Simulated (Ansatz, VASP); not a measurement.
## One calculation of HfN, two programs

File INCAR:

```
SYSTEM = HfN
PREC = Accurate
ENCUT = 600
EDIFF = 1E-6
ISMEAR = 0
SIGMA = 0.1
LREAL = .False.
LASPH = .True.
NELM = 60
ALGO = Normal
ISIF = 3
LWAVE = .False.
LCHARG = .False.
GGA = PS
IBRION = 2
NSW = 100
EDIFFG = -0.005
```

The input KPOINTS:

```
Automatic mesh
0
Gamma
  16 16 16
  0 0 0
```

File POSCAR:

```
HfN
1.0
    0.0000000000      2.2590026142      2.2590026142
    2.2590026142      0.0000000000      2.2590026142
    2.2590026142      2.2590026142      0.0000000000
Hf N
1 1
Direct
    0.5000000000      0.5000000000      0.5000000000
    0.0000000000      0.0000000000      0.0000000000
```

Input for Ansatz:

```yaml
crystal:
  lattice:
    - [0.0, 2.2590026142, 2.2590026142]
    - [2.2590026142, 0.0, 2.2590026142]
    - [2.2590026142, 2.2590026142, 0.0]
  atoms:
    - { symbol: Hf, position: [0.5, 0.5, 0.5] }
    - { symbol: "N", position: [0.0, 0.0, 0.0] }
basis:
  ecutwfc: 420
kpoints:
  mp_grid: { grid: [16, 16, 16] }
hamiltonian:
  xc: pbesol
scf:
  occupations: { method: gaussian, width: 0.1 }
output:
  forces: true
  stress: true
  eigenvalues: true
relax:
  adjacent_minimum: "off"
  f_tol: 0.005
  max_steps: 80
  cell: { stress_tol: 0.05 }
```

Alike in both runs: task relaxation of cell and atoms; functional PBEsol; k mesh 16 × 16 × 16; occupations gaussian, width 0.1 eV; no spin polarisation.

```csv
,VASP,Ansatz
version,VASP 6.6.1,Ansatz 0.2.0
potentials or method,"VASP PAW PBE potentials, release 64 (Hf_pv, N), cutoff 600 eV","scalar-relativistic, plane waves, PAW"
valence electrons in the cell,15,31
```

|  | VASP | Ansatz | Ansatz less VASP |
| --- | --- | --- | --- |
| gap on the k mesh at the Fermi level, each at its own relaxed structure (eV) | none | none | - |
| relaxed volume (Å³/atom) | 11.31 | 11.40 | +0.088 |
| relaxed cell length with the largest relative difference (Å) | 3.175 | 3.183 | +0.0083 |

VASP's potentials were made for PBE, not for PBEsol. A gap of «none» marks a metal or a gap that the smearing closes. VASP's potentials hold 15 valence electrons a cell and Ansatz's 31, so a difference there can come from the potentials and not from the codes.

Spin-orbit coupling is off throughout.
